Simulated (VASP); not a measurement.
# BaTiO3 (P4/mmm) in VASP: notebook, part 2 of 3

VASP 6.6.1. The steps go on from the part before.

### 3 Single point, PBE

INCAR reads:

```
PREC = Accurate ; ENCUT = 520
EDIFF = 1E-6 ; ISMEAR = 0
SIGMA = 0.02 ; LREAL = F
LASPH = T ; NELM = 80
ALGO = Normal ; ISIF = 2
LWAVE = F ; LCHARG = F
GGA = PE ; NBANDS = 28
```

KPOINTS reads:

```
regular mesh
0
Gamma
  8 8 8
```

POSCAR reads:

```
BaTiO3
1.0
    3.9388659156      0.0000000000      0.0000000000
    0.0000000000      3.9388659156      0.0000000000
    0.0000000000      0.0000000000      4.0819874654
Ba Ti O
1 1 3
Direct
    0.5000000000      0.5000000000      0.5000000000
    0.0000000000      0.0000000000      0.0000000000
    0.5000000000      0.0000000000      0.0000000000
    0.0000000000      0.5000000000      0.0000000000
    0.0000000000      0.0000000000      0.5000000000
```

Potentials or basis: VASP PAW PBE potentials, release 64 (Ba_sv, Ti_sv, O).

Run with:

```sh
$ cat potpaw_PBE.64/Ba_sv/POTCAR potpaw_PBE.64/Ti_sv/POTCAR potpaw_PBE.64/O/POTCAR > POTCAR
$ mpirun -np 1 vasp_std > vasp.out
```

OUTCAR:

```text
PREC = Accurate
   ENCUT = 520
   EDIFF = 1E-6
   ISMEAR = 0
   LREAL = F
   LASPH = T
   NELM = 80
   ISIF = 2
   GGA = PE

 ion  position               nearest neighbor table
   1  0.500  0.500  0.500-   5 2.79   5 2.79   5 2.79   5 2.79   4 2.84   3 2.84   4 2.84   3 2.84
                             4 2.84   3 2.84   4 2.84   3 2.84   2 3.45   2 3.45   2 3.45   2 3.45
   2  0.000  0.000  0.000-   3 1.97   4 1.97   4 1.97   3 1.97   5 2.04   5 2.04   1 3.45   1 3.45
                             1 3.45   1 3.45   1 3.45   1 3.45   1 3.45   1 3.45
   3  0.500  0.000  0.000-   2 1.97   2 1.97   1 2.84   1 2.84   1 2.84   1 2.84
   4  0.000  0.500  0.000-   2 1.97   2 1.97   1 2.84   1 2.84   1 2.84   1 2.84
   5  0.000  0.000  0.500-   2 2.04   2 2.04   1 2.79   1 2.79   1 2.79   1 2.79

  LATTYP: Found a simple tetragonal cell.
 ALAT       =     3.9388659156
 C/A-ratio  =     1.0363357253

  Lattice vectors:

 A1 = (   3.9388659156,   0.0000000000,   0.0000000000)
 A2 = (   0.0000000000,   3.9388659156,   0.0000000000)
 A3 = (   0.0000000000,   0.0000000000,   4.0819874654)

Analysis of symmetry for initial positions (statically):
[... 176 lines left out ...]
  free energy    TOTEN  =       -39.90711886 eV

  energy without entropy =      -39.90711886  energy(sigma->0) =      -39.90711886

 E-fermi :   4.0643     XC(G=0): -11.3249

 val. band max:        3.9839467376   @ k =   0.5000   0.5000   0.5000
 cond. band min:       5.6813136907   @ k =   0.0000   0.0000   0.0000
 fundamental gap:      1.6973669531
 Fermi energy:         4.0642509398

 k-point     1 :       0.0000    0.0000    0.0000
  band No.  band energies     occupation
      1     -52.6501      2.00000
      2     -28.8738      2.00000
      3     -28.8738      2.00000
      4     -28.8616      2.00000
      5     -20.8562      2.00000
      6     -13.0261      2.00000
[... 733 lines left out ...]
     27      11.9668      0.00000
     28      12.7526      0.00000

 [... further k-points ...]
[... 5 lines left out ...]
  --------------------------------------------------------------------------------------
  -------------------------------------------------------------------------------------
  Total        3.5029289      3.5029289      0.6681926      0.0000000      0.0000000      0.0000000
  in kB       88.6192032     88.6192032     16.9043374      0.0000000      0.0000000      0.0000000
  external PRESSURE =      64.7142479 kB  Pullay stress =       0.0000000 kB

 VOLUME and BASIS-vectors are now :
 -----------------------------------------------------------------------------
  energy-cutoff  :      520.00
  volume of cell :       63.33
      direct lattice vectors                 reciprocal lattice vectors
     3.938865916  0.000000000  0.000000000     0.253880183  0.000000000  0.000000000
     0.000000000  3.938865916  0.000000000     0.000000000  0.253880183  0.000000000
     0.000000000  0.000000000  4.081987465     0.000000000  0.000000000  0.244978704

 POSITION                                       TOTAL-FORCE (eV/Angst)
 -----------------------------------------------------------------------------------
      1.96943      1.96943      2.04099         0.000000      0.000000      0.000000
      0.00000      0.00000      0.00000         0.000000      0.000000      0.000000
      1.96943      0.00000      0.00000         0.000000      0.000000      0.000000
      0.00000      1.96943      0.00000         0.000000      0.000000      0.000000
      0.00000      0.00000      2.04099         0.000000      0.000000      0.000000
 -----------------------------------------------------------------------------------
    total drift:                                0.000000     -0.000000      0.000000

  FREE ENERGIE OF THE ION-ELECTRON SYSTEM (eV)
  ---------------------------------------------------
  free  energy   TOTEN  =       -39.9071188556 eV

  energy  without entropy=      -39.9071188556  energy(sigma->0) =      -39.90711886
```

OSZICAR:

```text
N       E                     dE             d eps       ncg     rms          rms(c)
DAV:   1     0.425504869505E+03    0.42550E+03   -0.20393E+04  4200   0.152E+03
DAV:   2    -0.813801522816E+01   -0.43364E+03   -0.41268E+03  4852   0.415E+02
DAV:   3    -0.487909281632E+02   -0.40653E+02   -0.40279E+02  4948   0.133E+02
DAV:   4    -0.508321183904E+02   -0.20412E+01   -0.20376E+01  6664   0.262E+01
DAV:   5    -0.508625999048E+02   -0.30482E-01   -0.30472E-01  5288   0.321E+00    0.232E+01
DAV:   6    -0.400916913358E+02    0.10771E+02   -0.56649E+01  5820   0.667E+01    0.978E+00
DAV:   7    -0.400483378432E+02    0.43353E-01   -0.93361E+00  5424   0.223E+01    0.671E+00
DAV:   8    -0.398909640386E+02    0.15737E+00   -0.71048E-01  5196   0.757E+00    0.319E+00
DAV:   9    -0.399307073500E+02   -0.39743E-01   -0.27154E-01  5780   0.405E+00    0.142E+00
DAV:  10    -0.399083479754E+02    0.22359E-01   -0.12079E-01  4628   0.372E+00    0.352E-01
DAV:  11    -0.399071869475E+02    0.11610E-02   -0.95482E-03  5572   0.646E-01    0.112E-01
DAV:  12    -0.399071623262E+02    0.24621E-04   -0.58948E-04  5844   0.200E-01    0.513E-02
DAV:  13    -0.399071264316E+02    0.35895E-04   -0.19004E-04  5072   0.142E-01    0.305E-02
DAV:  14    -0.399071189549E+02    0.74768E-05   -0.50913E-05  6684   0.634E-02    0.748E-03
DAV:  15    -0.399071188556E+02    0.99239E-07   -0.64144E-06  4752   0.241E-02
   1 F= -.39907119E+02 E0= -.39907119E+02  d E =-.223885E-11
```

stdout:

```text
POSCAR found type information on POSCAR BaTiO
 POSCAR found :  3 types and       5 ions
 scaLAPACK will be used
 LDA part: xc-table for (Slater+PW92), standard interpolation
 POSCAR, INCAR and KPOINTS ok, starting setup
 FFT: planning ... GRIDC
 FFT: planning ... GRID_SOFT
 FFT: planning ... GRID
 WAVECAR not read
 entering main loop
```

Wall time 2.6 min (1 thread of Intel Xeon Platinum 8375C at 2.90GHz (Ice Lake), shared host); peak memory 0.26 GiB.

Results:

| Property | Result |
| --- | --- |
| Free energy | -39.9071 eV |
| Pressure | 6.5 GPa |
| Band gap on the k mesh | 1.70 eV, indirect (least direct gap 1.87 eV) |

Stress tensor (GPa, compression positive):
```
8.86 0.00 0.00
0.00 8.86 0.00
0.00 0.00 1.69
```

Levels at points of the mesh, in eV from the valence-band top:
| k point | band 18 | band 19 | band 20 | band 21 | band 22 | band 23 |
| --- | --- | --- | --- | --- | --- | --- |
| (0.00, 0.00, 0.00) | -0.22 | -0.17 | -0.17 | 1.70 | 1.70 | 1.76 |
| (0.50, 0.00, 0.00) | -1.95 | -0.80 | -0.75 | 1.88 | 3.59 | 3.61 |
| (0.50, 0.50, 0.00) | -0.72 | -0.72 | -0.07 | 3.60 | 3.60 | 4.06 |
| (0.00, 0.00, 0.50) | -1.64 | -0.74 | -0.74 | 1.90 | 3.30 | 3.30 |
| (0.50, 0.00, 0.50) | -1.03 | -1.01 | -0.20 | 3.31 | 3.61 | 3.88 |
| (0.50, 0.50, 0.50) | -0.07 | -0.07 | 0.00 | 4.14 | 4.14 | 4.30 |

Caveat: spin-orbit coupling is left out, which moves the levels of the heavy elements. A k mesh can miss the band edges.

### 4 Single point, PBE (biaxial strain in the a-b plane: -1.0 %, then relaxed in part)

INCAR reads:

```
SYSTEM = BaTiO3
PREC     = Accurate       ! precision mode
ENCUT    = 520            ! plane-wave cutoff, eV
EDIFF    = 1E-6           ! SCF threshold, eV
ISMEAR   = 0              ! smearing method
SIGMA    = 0.02           ! smearing width, eV
LREAL    = .False.        ! projectors in reciprocal space
LASPH    = .True.         ! aspherical terms in the spheres
NELM     = 60             ! most SCF steps
ALGO     = Normal         ! electronic algorithm
ISIF     = 2              ! what is computed and relaxed
LWAVE    = .False.        ! write WAVECAR
LCHARG   = .False.        ! write CHGCAR
GGA      = PE             ! functional
NBANDS   = 28             ! bands
```

KPOINTS reads:

```
Automatic mesh
0
Gamma
  8 8 8
  0 0 0
```

POSCAR, as its differences from that of step 3:

```diff
@@ -2,5 +2,5 @@
 1.0
-    3.9388659156      0.0000000000      0.0000000000
-    0.0000000000      3.9388659156      0.0000000000
-    0.0000000000      0.0000000000      4.0819874654
+    3.9790584249      0.0000000000      0.0000000000
+    0.0000000000      3.9790584249      0.0000000000
+    0.0000000000      0.0000000000      4.0496621971
 Ba Ti O
```

Potentials or basis: VASP PAW PBE potentials, release 64 (Ba_sv, Ti_sv, O).

Run with:

```sh
$ cat potpaw_PBE.64/Ba_sv/POTCAR potpaw_PBE.64/Ti_sv/POTCAR potpaw_PBE.64/O/POTCAR > POTCAR
$ mpirun -np 1 vasp_std > vasp.out
```

OUTCAR:

```text
SYSTEM = BaTiO3
   PREC = Accurate
   ENCUT = 520
   EDIFF = 1E-6
   ISMEAR = 0
   LREAL = .False.
   LASPH = .True.
   NELM = 60
   ISIF = 2
   GGA = PE

 ion  position               nearest neighbor table
   1  0.500  0.500  0.500-   5 2.81   5 2.81   5 2.81   5 2.81   4 2.84   3 2.84   4 2.84   3 2.84
                             4 2.84   3 2.84   4 2.84   3 2.84   2 3.47   2 3.47   2 3.47   2 3.47
   2  0.000  0.000  0.000-   3 1.99   4 1.99   4 1.99   3 1.99   5 2.02   5 2.02   1 3.47   1 3.47
                             1 3.47   1 3.47   1 3.47   1 3.47   1 3.47   1 3.47
   3  0.500  0.000  0.000-   2 1.99   2 1.99   1 2.84   1 2.84   1 2.84   1 2.84
   4  0.000  0.500  0.000-   2 1.99   2 1.99   1 2.84   1 2.84   1 2.84   1 2.84
   5  0.000  0.000  0.500-   2 2.02   2 2.02   1 2.81   1 2.81   1 2.81   1 2.81

  LATTYP: Found a simple tetragonal cell.
 ALAT       =     3.9790584249
 C/A-ratio  =     1.0177438390

  Lattice vectors:

 A1 = (   3.9790584249,   0.0000000000,   0.0000000000)
 A2 = (   0.0000000000,   3.9790584249,   0.0000000000)
 A3 = (   0.0000000000,   0.0000000000,   4.0496621971)

Analysis of symmetry for initial positions (statically):
=====================================================================
 Subroutine PRICEL returns:
 Original cell was already a primitive cell.

 Routine SETGRP: Setting up the symmetry group for a
 simple tetragonal supercell.

 Subroutine GETGRP returns: Found 16 space group operations
 (whereof 16 operations were pure point group operations)
 out of a pool of 16 trial point group operations.

The static configuration has the point symmetry D_4h.

Analysis of symmetry for dynamics (positions and initial velocities):
=====================================================================
 Subroutine PRICEL returns:
 Original cell was already a primitive cell.

 Routine SETGRP: Setting up the symmetry group for a
 simple tetragonal supercell.

 Subroutine GETGRP returns: Found 16 space group operations
 (whereof 16 operations were pure point group operations)
 out of a pool of 16 trial point group operations.
[... 124 lines left out ...]
   IALGO  =     38    algorithm
   IMIX   =      4    mixing-type and parameters
     AMIX     =   0.40;   BMIX     =  1.00
     AMIX_MAG =   1.60;   BMIX_MAG =  1.00
  volume/ion in A,a.u.               =      12.82        86.54
  Fermi-wavevector in a.u.,A,eV,Ry     =   1.398841  2.643426 26.623283  1.956756
  Thomas-Fermi vector in A             =   2.521959
   LORBIT       =      0    0 simple, 1 ext, 2 COOP (PROOUT), +10 PAW based schemes
   GGA     = PE    functional components
   LHFCALC =     F    Hartree Fock is set to
   AEXX    =    0.0000 exact exchange contribution
   IVDW    =     0    specifies the selected vdW correction
   LEPSILON=     F    determine dielectric tensor
   LRPA    =     F    only Hartree local field effects (RPA)
 non-spin polarized calculation
 Gauss-broadening in eV      SIGMA  =   0.02
  energy-cutoff  :      520.00
  volume of cell :       64.12
 maximum number of plane-waves:      1767
 NGX is ok and might be reduce to    30
   NGX = 15   NGY = 15   NGZ = 15

 number of electron      39.9999980 magnetization

 Free energy of the ion-electron system (eV)
  ---------------------------------------------------
  ext. energy  EPLUGINS =         0.00000000
  ---------------------------------------------------
  free energy    TOTEN  =       -39.95871957 eV

  energy without entropy =      -39.95871957  energy(sigma->0) =      -39.95871957

 E-fermi :   4.1197     XC(G=0): -11.2602

 val. band max:        3.8595272673   @ k =   0.5000   0.5000   0.5000
 cond. band min:       5.5692082097   @ k =   0.0000   0.0000   0.0000
 fundamental gap:      1.7096809423
 Fermi energy:         4.1197231137

 k-point     1 :       0.0000    0.0000    0.0000
  band No.  band energies     occupation
      1     -52.8025      2.00000
      2     -29.0157      2.00000
      3     -29.0157      2.00000
      4     -29.0101      2.00000
      5     -20.9794      2.00000
      6     -13.0682      2.00000
[... 733 lines left out ...]
     27      11.7780      0.00000
     28      12.6063      0.00000

 [... further k-points ...]
[... 5 lines left out ...]
  --------------------------------------------------------------------------------------
  -------------------------------------------------------------------------------------
  Total        2.0431081      2.0431081      0.6860195      0.0000000     -0.0000000      0.0000000
  in kB       51.0531446     51.0531446     17.1422411      0.0000000     -0.0000000      0.0000000
  external PRESSURE =      39.7495101 kB  Pullay stress =       0.0000000 kB

 VOLUME and BASIS-vectors are now :
 -----------------------------------------------------------------------------
  energy-cutoff  :      520.00
  volume of cell :       64.12
      direct lattice vectors                 reciprocal lattice vectors
     3.979058425  0.000000000  0.000000000     0.251315737  0.000000000  0.000000000
     0.000000000  3.979058425  0.000000000     0.000000000  0.251315737  0.000000000
     0.000000000  0.000000000  4.049662197     0.000000000  0.000000000  0.246934177

 POSITION                                       TOTAL-FORCE (eV/Angst)
 -----------------------------------------------------------------------------------
      1.98953      1.98953      2.02483         0.000000      0.000000      0.000000
      0.00000      0.00000      0.00000         0.000000      0.000000      0.000000
      1.98953      0.00000      0.00000         0.000000      0.000000      0.000000
      0.00000      1.98953      0.00000         0.000000      0.000000      0.000000
      0.00000      0.00000      2.02483         0.000000      0.000000      0.000000
 -----------------------------------------------------------------------------------
    total drift:                                0.000000     -0.000000      0.000000

  FREE ENERGIE OF THE ION-ELECTRON SYSTEM (eV)
  ---------------------------------------------------
  free  energy   TOTEN  =       -39.9587195673 eV

  energy  without entropy=      -39.9587195673  energy(sigma->0) =      -39.95871957
```

OSZICAR:

```text
N       E                     dE             d eps       ncg     rms          rms(c)
DAV:   1     0.424688139014E+03    0.42469E+03   -0.20433E+04  4200   0.152E+03
DAV:   2    -0.911134850528E+01   -0.43380E+03   -0.41332E+03  4880   0.413E+02
DAV:   3    -0.490463792860E+02   -0.39935E+02   -0.39558E+02  4924   0.132E+02
DAV:   4    -0.509341164902E+02   -0.18877E+01   -0.18838E+01  6612   0.254E+01
DAV:   5    -0.509697149834E+02   -0.35598E-01   -0.35588E-01  5320   0.322E+00    0.229E+01
DAV:   6    -0.401450213459E+02    0.10825E+02   -0.57843E+01  5892   0.660E+01    0.979E+00
DAV:   7    -0.401127187661E+02    0.32303E-01   -0.98229E+00  5544   0.225E+01    0.658E+00
DAV:   8    -0.399467121879E+02    0.16601E+00   -0.67228E-01  5156   0.725E+00    0.329E+00
DAV:   9    -0.399848931681E+02   -0.38181E-01   -0.30780E-01  5772   0.450E+00    0.150E+00
DAV:  10    -0.399613444696E+02    0.23549E-01   -0.14475E-01  4736   0.400E+00    0.461E-01
DAV:  11    -0.399587541447E+02    0.25903E-02   -0.13428E-02  5564   0.779E-01    0.126E-01
DAV:  12    -0.399587607051E+02   -0.65604E-05   -0.82693E-04  5460   0.247E-01    0.544E-02
DAV:  13    -0.399587213414E+02    0.39364E-04   -0.20939E-04  4824   0.156E-01    0.238E-02
DAV:  14    -0.399587192422E+02    0.20992E-05   -0.21473E-05  6328   0.363E-02    0.404E-03
DAV:  15    -0.399587207687E+02   -0.15265E-05   -0.70190E-06  5296   0.215E-02    0.898E-03
DAV:  16    -0.399587194723E+02    0.12964E-05   -0.32495E-06  3736   0.172E-02    0.112E-03
DAV:  17    -0.399587195673E+02   -0.94997E-07   -0.30436E-07  2708   0.502E-03
   1 F= -.39958720E+02 E0= -.39958720E+02  d E =-.686759E-78
```

Wall time 3.2 min (1 thread of Intel Xeon Platinum 8375C at 2.90GHz (Ice Lake), shared host); peak memory 0.26 GiB.

What came out:

| Item | Value |
| --- | --- |
| Free energy | -39.9587 eV |
| Pressure | 4.0 GPa |
| Band gap on the k mesh | 1.71 eV, indirect (least direct gap 1.87 eV) |

Levels at points of the mesh, in eV from the valence-band top:
```csv
k point,band 17,band 18,band 19,band 20,band 21,band 22,band 23,band 24
"(0.00, 0.00, 0.00)",-1.09,-0.19,-0.16,-0.16,1.71,1.71,1.74,3.81
"(0.50, 0.00, 0.00)",-1.92,-1.92,-0.76,-0.73,1.88,3.51,3.51,3.85
"(0.50, 0.50, 0.00)",-1.74,-0.80,-0.80,-0.08,3.51,3.51,3.95,4.62
"(0.00, 0.00, 0.50)",-1.73,-1.73,-0.73,-0.73,1.89,3.36,3.36,3.95
"(0.50, 0.00, 0.50)",-1.75,-0.95,-0.94,-0.14,3.37,3.52,3.85,4.79
"(0.50, 0.50, 0.50)",-2.38,-0.04,-0.04,0.00,4.11,4.11,4.19,6.66
```

Caveat: the cell differs from its parent crystal (biaxial strain in the a-b plane: -1.0 %, then relaxed in part); spin-orbit coupling is left out, which moves the levels of the heavy elements. A k mesh can miss the band edges.

### 5 Single point, PBE (biaxial strain in the a-b plane: -1.0 %)

INCAR reads:

```
PREC = Accurate
ENCUT = 520
EDIFF = 1E-6
ISMEAR = 0
SIGMA = 0.02
LREAL = False
LASPH = True
NELM = 60
ALGO = Normal
ISIF = 2
LWAVE = False
LCHARG = True
GGA = PE
LELF = True
LVHAR = True
NBANDS = 28
```

KPOINTS reads:

```
regular mesh
0
Gamma
  8 8 8
```

POSCAR, as its differences from that of step 4:

```diff
@@ -4,3 +4,3 @@
     0.0000000000      3.9790584249      0.0000000000
-    0.0000000000      0.0000000000      4.0496621971
+    0.0000000000      0.0000000000      4.0433664399
 Ba Ti O
```

Run with:

```sh
$ cat potpaw_PBE.64/Ba_sv/POTCAR potpaw_PBE.64/Ti_sv/POTCAR potpaw_PBE.64/O/POTCAR > POTCAR
$ mpirun -np 1 vasp_std > vasp.out
```

Wall time 3 min (1 thread of Intel Xeon Platinum 8375C at 2.90GHz (Ice Lake), shared host); peak memory 0.26 GiB.

It converged, with:

| Item | Value |
| --- | --- |
| Free energy | -39.9574 eV |
| Pressure | 4.2 GPa |
| Band gap on the k mesh | 1.72 eV, indirect (least direct gap 1.88 eV) |

Stress tensor (GPa, compression positive):
```
5.26 0.00 0.00
0.00 5.26 0.00
0.00 0.00 2.14
```

Levels at points of the mesh, in eV from the valence-band top:
```
           k point  band 18  band 19  band 20  band 21  band 22  band 23
(0.00, 0.00, 0.00)    -0.18    -0.16    -0.16     1.72     1.72     1.75
(0.50, 0.00, 0.00)    -1.91    -0.75    -0.73     1.88     3.51     3.52
(0.50, 0.50, 0.00)    -0.80    -0.80    -0.08     3.52     3.52     3.95
(0.00, 0.00, 0.50)    -1.74    -0.73    -0.73     1.89     3.38     3.38
(0.50, 0.00, 0.50)    -0.94    -0.94    -0.13     3.39     3.53     3.87
(0.50, 0.50, 0.50)    -0.03    -0.03     0.00     4.12     4.12     4.20
```

Caveat: the cell differs from its parent crystal (biaxial strain in the a-b plane: -1.0 %); spin-orbit coupling is left out, which moves the levels of the heavy elements.

(Part 2 of 3 ends here.)
